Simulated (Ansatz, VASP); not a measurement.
# Two plane-wave programs on HfC

File INCAR:

```
SYSTEM = HfC
  ALGO = Normal
  EDIFF = 1E-6
  ENCUT = 600
  GGA = PE
  GGA_COMPAT = .False.
  ISIF = 2
  ISMEAR = 0
  LASPH = .True.
  LCHARG = .False.
  LREAL = .False.
  LWAVE = .False.
  NBANDS = 14
  NELM = 120
  PREC = Accurate
  SIGMA = 0.1
```

The input KPOINTS:

```
k-points
0
Gamma
  6 6 6
  0 0 0
```

POSCAR

```
HfC
1.0
    0.0000000000      2.3171388400      2.3171388400
    2.3171388400      0.0000000000      2.3171388400
    2.3171388400      2.3171388400      0.0000000000
Hf C
1 1
Direct
    0.0000000000      0.0000000000      0.0000000000
    0.5000000000      0.5000000000      0.5000000000
```

Input for Ansatz:

```yaml
crystal:
  lattice:
    - [0.0, 2.31713884, 2.31713884]
    - [2.31713884, 0.0, 2.31713884]
    - [2.31713884, 2.31713884, 0.0]
  atoms:
    - { symbol: Hf, position: [0.0, 0.0, 0.0] }
    - { symbol: C, position: [0.5, 0.5, 0.5] }
basis:
  ecutwfc: 420
kpoints:
  mp_grid: { grid: [6, 6, 6] }
hamiltonian:
  xc: pbe
  pseudopotentials: { kind: paw, azcp: { folder: soft_1 } }
scf:
  occupations: { method: gaussian, width: 0.1 }
output:
  forces: true
  stress: true
  eigenvalues: true
```

Alike in both runs: task single point; functional PBE; k mesh 6 × 6 × 6; occupations gaussian, width 0.1 eV; no spin polarisation.

```csv
,VASP,Ansatz
version,VASP 6.6.1,Ansatz 0.2.0
potentials or method,"VASP PAW PBE potentials, release 64 (Hf_pv, C), cutoff 600 eV","scalar-relativistic, plane waves, PAW"
valence electrons in the cell,14,30
```

VASP gave:

```
gap on the k mesh at the Fermi level (eV) : none
pressure (GPa)                            : 2.0
```

Question: Which values does Ansatz return?

Answer: gap on the k mesh at the Fermi level (eV): none; pressure (GPa): 2.7.

A gap of «none» marks a metal or a gap that the smearing closes. VASP's potentials hold 14 valence electrons a cell and Ansatz's 30, so a difference there can come from the potentials and not from the codes.

The k mesh is coarse, so the values compare programs but aren't converged. Neither program's run includes spin-orbit coupling.
